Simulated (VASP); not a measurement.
AlNi3: single point with PBEsol

The system is AlNi3.

```
CELL_PARAMETERS angstrom
3.45114 0.00000 0.00000
0.00000 3.45114 0.00000
0.00000 0.00000 3.45114
ATOMIC_POSITIONS crystal
Ni 0.50000 0.50000 0.00000
Ni 0.50000 0.00000 0.50000
Ni 0.00000 0.50000 0.50000
Al 0.00000 0.00000 0.00000
```

```json
{"Program": "VASP 6.6.1", "Task": "single point", "Functional": "PBEsol", "Potentials or basis": "VASP PAW PBE potentials, release 64 (Ni, Al)", "Cutoff": "520 eV", "k mesh": "8 × 8 × 8", "Occupations": "fermi-dirac, width 0.05 eV", "Spin": "collinear spin, ferromagnetic start", "Starting moments": "[1.0, 1.0, 1.0, 0.0] μB", "Dipole correction": "no", "Further INCAR settings": "ALGO = Fast; EDIFF = 1e-07; NBANDS = 28"}
```

```
Pressure                                              : 13.6 GPa
Net moment                                            : 0.54 μB per cell
Site moments                                          : Ni +0.19; Al -0.01 μB
Valence electrons inside the program's atomic spheres : Ni 9.58; Al 0.85
```

Levels at points of the mesh, in eV from the Fermi level:
Spin up:
```
           k point  band 13  band 14  band 15  band 16  band 17  band 18  band 19  band 20  band 21  band 22
(0.00, 0.00, 0.00)    -0.20     0.04     0.04     0.04     0.89     0.89     0.89     7.10     7.10     8.24
(0.50, 0.00, 0.00)    -1.30    -1.26    -1.11    -0.49     0.04     5.88     5.88     6.02     6.02     6.78
(0.50, 0.50, 0.00)    -1.41    -1.29    -1.02    -1.01    -0.60     1.05     1.05     8.62     8.62     8.92
(0.50, 0.50, 0.50)    -1.41    -1.14    -1.14    -0.35    -0.17    -0.17    -0.17     4.07     4.51     4.51
```
Spin down:
```
           k point  band 13  band 14  band 15  band 16  band 17  band 18  band 19  band 20
(0.00, 0.00, 0.00)     0.01     0.34     0.34     0.34     0.87     0.87     0.87     7.18
(0.50, 0.00, 0.00)    -1.08    -1.08    -0.93    -0.34     0.35     5.93     5.93     6.07
(0.50, 0.50, 0.00)    -1.27    -1.20    -0.87    -0.72    -0.50     1.26     1.26     8.66
(0.50, 0.50, 0.50)    -1.28    -1.00    -1.00    -0.35     0.09     0.09     0.09     4.14
```

Run time: 2.4 min on 1 thread of Intel Xeon 8259CL (shared host), peak memory 0.21 GiB.

Caveat: the cell stands under pressure; the PAW data sets were made with another functional, which shifts forces and pressure a little.
